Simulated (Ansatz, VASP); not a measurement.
Bi in VASP and in Ansatz

```xyz
4
Lattice="-4.3589 4.3589 2.0235 4.3589 -4.3589 2.0235 4.3589 4.3589 -2.0235" Properties=species:S:1:pos:R:3 pbc="T T T"
Bi    3.0891    1.2698    0.0000
Bi    1.2698    3.0891    2.0235
Bi    1.2698    5.6287    0.0000
Bi    3.0891   -1.2698    2.0235
```

Alike in both runs: task single point; functional PBE; k mesh 7 × 7 × 7; occupations fermi-dirac, width 0.05 eV; no spin polarisation.

```csv
,VASP,Ansatz
version,VASP 6.6.1,Ansatz 0.2.0
potentials or method,"VASP PAW PBE potentials, release 64 (Bi_d)",Ansatz PAW
plane-wave cutoff (eV),520,420
valence electrons in the cell,60,60
```

|  | VASP | Ansatz | Ansatz less VASP |
| --- | --- | --- | --- |
| gap on the k mesh at the Fermi level (eV) | none | none | - |
| pressure (GPa) | 2.8 | 2.8 | +0.07 |
| traceless stress, the component that is largest in VASP (GPa) | 0.58 | 0.58 | -0.001 |
| rms of the force components (eV/Å) | 0.107 | 0.108 | +0.0005 |

Atom by atom the forces differ by 0.000 eV/Å (rms over components). A gap of «none» marks a metal or a gap that the smearing closes.

Spin-orbit coupling is off throughout.
